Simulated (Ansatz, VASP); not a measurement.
SrCl2 in VASP and in Ansatz

Contents of INCAR:

```
ALGO = Normal
EDIFF = 1E-7
ENCUT = 520
GGA = PE
ISIF = 2
ISMEAR = 0
LASPH = T
LCHARG = F
LREAL = F
LWAVE = F
NBANDS = 19
NELM = 60
PREC = Accurate
SIGMA = 0.01
```

The input KPOINTS:

```
k-points
0
Gamma
  8 8 8
```

POSCAR

```
SrCl2
1.0
    2.0857437684      1.2042047261      6.1350482706
   -2.0857437684      1.2042047261      6.1350482706
    0.0000000000     -2.4084094522      6.1350482706
Sr Cl
1 2
Direct
    0.0002014275      0.0002014275      0.0002014275
    0.4227725672      0.4227725672      0.4227725672
    0.2436926722      0.2436926722      0.2436926722
```

Input for Ansatz:

```yaml
crystal:
  lattice:
    - [2.0857437684, 1.2042047261, 6.1350482706]
    - [-2.0857437684, 1.2042047261, 6.1350482706]
    - [0.0, -2.4084094522, 6.1350482706]
  atoms:
    - { symbol: Sr, position: [0.0002014275, 0.0002014275, 0.0002014275] }
    - { symbol: Cl, position: [0.4227725672, 0.4227725672, 0.4227725672] }
    - { symbol: Cl, position: [0.2436926722, 0.2436926722, 0.2436926722] }
kpoints:
  mp_grid: { grid: [8, 8, 8] }
  band_path:
    path:
      - [0.0, 0.0, 0.0]
      - [-0.5, -0.5, -0.5]
      - [-0.5, -0.1923513034, -0.8076486966]
      - [-0.1923513034, 0.1923513034, -0.5]
      - [0.0, 0.0, -0.5]
      - [0.0, 0.3461756517, -0.3461756517]
      - [-0.3461756517, 0.0, -0.6538243483]
      - [-0.5, 0.0, -0.5]
    npoints: 1
hamiltonian:
  xc: pbe
scf:
  occupations: { method: fixed }
  n_extra_bands: 4
output:
  forces: true
  stress: true
  eigenvalues: true
```

Alike in both runs: task single point; functional PBE; k mesh 8 × 8 × 8; no spin polarisation.

|  | VASP | Ansatz |
| --- | --- | --- |
| version | VASP 6.6.1 | Ansatz 0.2.0 |
| potentials or method | VASP PAW PBE potentials, release 64 (Sr_sv, Cl) | plane waves, PAW |
| plane-wave cutoff (eV) | 520 | 420 |
| occupations | gaussian, width 0.01 eV | fixed |
| valence electrons in the cell | 24 | 24 |

```tsv
	VASP	Ansatz	Ansatz less VASP
gap on the k mesh at the Fermi level (eV)	4.35	4.34	-0.012
pressure (GPa)	1.3	1.2	-0.08
rms of the force components (eV/Å)	0.002	0.012	+0.0098
```

Atom by atom the forces differ by 0.011 eV/Å (rms over components).
